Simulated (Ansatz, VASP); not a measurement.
## SrO: VASP beside Ansatz

File INCAR:

```
PREC = Accurate
ENCUT = 520
EDIFF = 1E-6
ISMEAR = 0
SIGMA = 0.05
LREAL = F
LASPH = T
NELM = 100
ALGO = Normal
ISIF = 2
LWAVE = F
LCHARG = T
GGA = PE
LELF = T
LVHAR = T
NBANDS = 15
```

Contents of KPOINTS:

```
Automatic mesh
0
Gamma
  8 8 8
```

File POSCAR:

```
SrO
1.0
    0.0000000000      2.5698000000      2.5698000000
    2.5698000000      0.0000000000      2.5698000000
    2.5698000000      2.5698000000      0.0000000000
Sr O
1 1
Direct
    0.0194567671      0.0194567671     -0.0194567671
    0.5000000000      0.5000000000      0.5000000000
```

Input for Ansatz:

```yaml
crystal:
  lattice:
    - [0.0, 2.5698, 2.5698]
    - [2.5698, 0.0, 2.5698]
    - [2.5698, 2.5698, 0.0]
  atoms:
    - { symbol: Sr, position: [0.0194567671, 0.0194567671, -0.0194567671] }
    - { symbol: O, position: [0.5, 0.5, 0.5] }
basis:
  ecutwfc: 420
kpoints:
  mp_grid: { grid: [8, 8, 8] }
hamiltonian:
  xc: pbe
scf:
  occupations: { method: gaussian, width: 0.05 }
output:
  forces: true
  stress: true
  eigenvalues: true
  write_density: true
  write_potential: true
  elf: true
  volumetric_format: npy
```

Change from the starting cell: all Sr atoms moved -0.100 Å, as atom 1 towards its neighbour atom 2 (O) at 2.570 Å.

Alike in both runs: task single point; functional PBE; k mesh 8 × 8 × 8; occupations gaussian, width 0.05 eV; no spin polarisation.

```csv
,VASP,Ansatz
version,VASP 6.6.1,Ansatz 0.2.0
potentials or method,"VASP PAW PBE potentials, release 64 (Sr_sv, O), cutoff 520 eV","scalar-relativistic, plane waves, PAW"
valence electrons in the cell,16,16
```

Ansatz gave:

- gap on the k mesh at the Fermi level (eV): 3.34
- least direct gap on the mesh (eV): 3.40
- pressure (GPa): 3.2
- traceless stress, the component that is largest in VASP (GPa): 0.74
- rms of the force components (eV/Å): 0.135

Question: Which values does VASP return?

Answer: gap on the k mesh at the Fermi level (eV): 3.29; least direct gap on the mesh (eV): 3.36; pressure (GPa): 3.8; traceless stress, the component that is largest in VASP (GPa): 0.78; rms of the force components (eV/Å): 0.144.

Atom by atom the forces differ by 0.009 eV/Å (rms over components).
